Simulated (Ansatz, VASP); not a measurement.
**Two plane-wave programs on Si3N**

The input INCAR:

```
SYSTEM = Si3N
  PREC = Accurate
  ENCUT = 520
  EDIFF = 1E-6
  ISMEAR = 0
  SIGMA = 0.05
  LREAL = .FALSE.
  LASPH = .TRUE.
  NELM = 80
  ALGO = Normal
  ISIF = 2
  LWAVE = .FALSE.
  LCHARG = .TRUE.
  LDIPOL = .TRUE.
  IDIPOL = 3
  DIPOL = 0.5 0.5 0.321
  GGA = PE
  IVDW = 12
  LELF = .TRUE.
  LVHAR = .TRUE.
  LVACPOTAV = .TRUE.
  NBANDS = 27
```

The input KPOINTS:

```
Automatic mesh
0
G
  7 5 1
  0 0 0
```

The input POSCAR:

```
Si3N
1.0
    3.8333442755      0.0000000000      0.0000000000
    0.0000000000      5.4211674636      0.0000000000
    0.0000000000      0.0000000000     22.4877586337
Si N
6 2
Direct
    0.5000000000      0.0000000000      0.1778745523
    0.0000000000      0.2500000000      0.1778745523
    0.0000000000      0.5038839981      0.2608672216
    0.5000000000      0.7461160019      0.2608672216
    0.5000000000      0.0086033066      0.3418641564
    0.0000000000      0.2413966934      0.3418641564
    0.8333333333      0.5086033066      0.4797169344
    0.8333333333      0.5086033066      0.5286324363
```

Input for Ansatz:

```yaml
crystal:
  lattice:
    - [3.8333442755, 0.0, 0.0]
    - [0.0, 5.4211674636, 0.0]
    - [0.0, 0.0, 22.4877586337]
  atoms:
    - { symbol: Si, position: [0.5, 0.0, 0.1778745523] }
    - { symbol: Si, position: [0.0, 0.25, 0.1778745523] }
    - { symbol: Si, position: [0.0, 0.5038839981, 0.2608672216] }
    - { symbol: Si, position: [0.5, 0.7461160019, 0.2608672216] }
    - { symbol: Si, position: [0.5, 0.0086033066, 0.3418641564] }
    - { symbol: Si, position: [0.0, 0.2413966934, 0.3418641564] }
    - { symbol: "N", position: [0.8333333333, 0.5086033066, 0.4797169344] }
    - { symbol: "N", position: [0.8333333333, 0.5086033066, 0.5286324363] }
basis:
  ecutwfc: 420
kpoints:
  mp_grid: { grid: [7, 5, 1] }
hamiltonian:
  xc: pbe
  pseudopotentials: { kind: paw, azcp: { folder: soft_1 } }
  dispersion: d3bj
scf:
  occupations: { method: gaussian, width: 0.05 }
output:
  forces: true
  eigenvalues: true
efield:
  axis: 3
  dipole_correction: true
  ramp_width: 0.04
```

Alike in both runs: task single point; functional PBE; dispersion D3(BJ); k mesh 7 × 5 × 1; occupations gaussian, width 0.05 eV; no spin polarisation.

```csv
,VASP,Ansatz
version,VASP 6.6.1,Ansatz 0.2.0
potentials or method,"VASP PAW PBE potentials, release 64 (Si, N), cutoff 520 eV","scalar-relativistic, plane waves, PAW"
valence electrons in the cell,34,34
```

Ansatz gave:

| Item | Value |
| --- | --- |
| gap on the k mesh at the Fermi level (eV) | none |
| rms of the force components (eV/Å) | 0.193 |
| work function, face that differs most (eV) | 4.76 |

Estimate VASP's values.

gap on the k mesh at the Fermi level (eV): none; rms of the force components (eV/Å): 0.644; work function, face that differs most (eV): 4.76.

Atom by atom the forces differ by 0.519 eV/Å (rms over components). A gap of «none» marks a metal or a gap that the smearing closes. One of these differences is far larger than is usual between the two programs; its cause wasn't traced.

Noted on VASP's run: the standard files for N, O and F lose accuracy on very short bonds.
